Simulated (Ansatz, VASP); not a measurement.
**Al12H in VASP and in Ansatz**

File INCAR:

```
SYSTEM = Al12H
ALGO = Normal ; DIPOL = 0.5 0.5 0.304
EDIFF = 1E-7 ; ENCUT = 520
GGA = PS ; IDIPOL = 3
ISIF = 2 ; ISMEAR = 0
LASPH = .True. ; LCHARG = .True.
LDIPOL = .True. ; LELF = .True.
LREAL = .False. ; LVACPOTAV = .True.
LVHAR = .True. ; LWAVE = .False.
NBANDS = 30 ; NELM = 60
PREC = Accurate ; SIGMA = 0.1
```

File KPOINTS:

```
k-points
0
Gamma
  5 5 1
  0 0 0
```

The input POSCAR:

```
Al12H
1.0
    5.6788540124      0.0000000000      0.0000000000
    0.0000000000      5.6788540124      0.0000000000
    0.0000000000      0.0000000000     21.1413451746
Al H
12 1
Direct
    0.2500000000      0.2500000000      0.1892027195
    0.2500000000      0.7500000000      0.1892027195
    0.7500000000      0.2500000000      0.1892027195
    0.7500000000      0.7500000000      0.1892027195
    0.0000000000      0.0000000000      0.2870821533
    0.0000000000      0.5000000000      0.2870821533
    0.5000000000      0.0000000000      0.2870821533
    0.5000000000      0.5000000000      0.2870821533
    0.2500000000      0.2500000000      0.3850911618
    0.2500000000      0.7500000000      0.3850911618
    0.7500000000      0.2500000000      0.3850911618
    0.7500000000      0.7500000000      0.3850911618
    0.4166666667      0.4166666667      0.5066539090
```

Input for Ansatz:

```yaml
crystal:
  lattice:
    - [5.6788540124, 0.0, 0.0]
    - [0.0, 5.6788540124, 0.0]
    - [0.0, 0.0, 21.1413451746]
  atoms:
    - { symbol: Al, position: [0.25, 0.25, 0.1892027195] }
    - { symbol: Al, position: [0.25, 0.75, 0.1892027195] }
    - { symbol: Al, position: [0.75, 0.25, 0.1892027195] }
    - { symbol: Al, position: [0.75, 0.75, 0.1892027195] }
    - { symbol: Al, position: [0.0, 0.0, 0.2870821533] }
    - { symbol: Al, position: [0.0, 0.5, 0.2870821533] }
    - { symbol: Al, position: [0.5, 0.0, 0.2870821533] }
    - { symbol: Al, position: [0.5, 0.5, 0.2870821533] }
    - { symbol: Al, position: [0.25, 0.25, 0.3850911618] }
    - { symbol: Al, position: [0.25, 0.75, 0.3850911618] }
    - { symbol: Al, position: [0.75, 0.25, 0.3850911618] }
    - { symbol: Al, position: [0.75, 0.75, 0.3850911618] }
    - { symbol: H, position: [0.4166666667, 0.4166666667, 0.506653909] }
basis:
  ecutwfc: 420
kpoints:
  mp_grid: { grid: [5, 5, 1] }
hamiltonian:
  xc: pbesol
scf:
  occupations: { method: gaussian, width: 0.1 }
output:
  forces: true
  eigenvalues: true
efield:
  axis: 3
  dipole_correction: true
  ramp_width: 0.04
```

Alike in both runs: task single point; functional PBEsol; k mesh 5 × 5 × 1; occupations gaussian, width 0.1 eV; no spin polarisation.

|  | VASP | Ansatz |
| --- | --- | --- |
| version | VASP 6.6.1 | Ansatz 0.2.0 |
| potentials or method | VASP PAW PBE potentials, release 64 (Al, H), cutoff 520 eV | scalar-relativistic, plane waves, PAW |
| valence electrons in the cell | 37 | 37 |

|  | VASP | Ansatz | Ansatz less VASP |
| --- | --- | --- | --- |
| gap on the k mesh at the Fermi level (eV) | none | none | - |
| rms of the force components (eV/Å) | 0.237 | 0.237 | -0.0003 |
| work function, face that differs most (eV) | 4.49 | 4.49 | -0.002 |

VASP's potentials were made for PBE, not for PBEsol. Atom by atom the forces differ by 0.001 eV/Å (rms over components). A gap of «none» marks a metal or a gap that the smearing closes.
